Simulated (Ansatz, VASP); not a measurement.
# HgTe in VASP and in Ansatz

```
CELL_PARAMETERS angstrom
0.00000 3.21450 3.21450
3.21450 0.00000 3.21450
3.21450 3.21450 0.00000
ATOMIC_POSITIONS crystal
Hg 0.00000 0.00000 0.00000
Te 0.75000 0.75000 0.75000
```

Alike in both runs: task single point; functional PBEsol; k mesh 6 × 6 × 6; occupations fermi-dirac, width 0.0272 eV; no spin polarisation.

```csv
,VASP,Ansatz
version,VASP 6.6.1,Ansatz 0.2.0
potentials or method,"VASP PAW PBE potentials, release 64 (Hg, Te), cutoff 500 eV","all-electron LAPW, scalar-relativistic"
```

|  | VASP | Ansatz | Ansatz less VASP |
| --- | --- | --- | --- |
| pressure (GPa) | 1.9 | 1.8 | -0.12 |

VASP's potentials were made for PBE, not for PBEsol. Ansatz ran all-electron here, and VASP with PAW potentials. Ansatz's warnings: optics on partly filled bands.

Spin-orbit coupling is off throughout.
